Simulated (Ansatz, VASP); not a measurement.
One calculation of ZnSe, two programs

```
CELL_PARAMETERS angstrom
0.00000 2.68383 2.68383
2.68383 0.00000 2.68383
2.68383 2.68383 0.00000
ATOMIC_POSITIONS crystal
Zn 0.00000 0.00000 0.00000
Se 0.50000 0.50000 0.50000
```

Alike in both runs: functional PBE; k mesh 14 × 14 × 14; occupations fermi-dirac, width 0.1 eV; no spin polarisation.

Ansatz relaxed the structure, and its values are those at the end. VASP's run is a single point on that final structure, the one shown.

|  | VASP | Ansatz |
| --- | --- | --- |
| version | VASP 6.6.1 | Ansatz 0.2.0 |
| potentials or method | VASP PAW PBE potentials, release 64 (Zn, Se) | PAW with Ansatz's default frozen-core files, scalar-relativistic |
| plane-wave cutoff (eV) | 520 | 420 |
| valence electrons in the cell | 18 | 28 |

VASP gave:

| Property | Result |
| --- | --- |
| pressure (GPa) | 0.2 |

Question: Which values does Ansatz return?

Answer: Pressure (GPa): 0.0.

VASP's potentials hold 18 valence electrons a cell and Ansatz's 28, so a difference there can come from the potentials and not from the codes.
